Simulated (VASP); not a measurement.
Runs of VASP 6.6.1 on BeCo. The structure is that of space group Pm-3m (No. 221), or close to it. The cells are those of the table. 

```csv
cell,gap on the mesh (eV),pressure (GPa),moment (μB)
"a = 2.674 Å, 2 atoms",none,(b),(a)
"a = 2.571 Å, 2 atoms",none,-7.7,0.38
"a = 2.640 Å, 2 atoms",none,(c),0.40
"a = 2.497 Å, 2 atoms",none,13.1,0.35
"a = 2.535 Å, 2 atoms",none,1.5,0.36
"a = 2.706 Å, 2 atoms",none,-29.4,0.42
"a = 2.606 Å, 2 atoms",none,-15.0,0.39
```

Alike in all rows: task single point; level LDA; potentials or basis VASP PAW LDA potentials, release 64 (Be, Co); spin collinear, ferromagnetic start; k mesh 11 × 11 × 11; cutoff (eV) 520; smearing fermi-dirac 0.05 eV.

Question: Estimate the missing entries.

Answer: (a) 0.41; (b) -25.7; (c) -21.0.

A gap of «none» marks levels without a gap at the run's occupations.
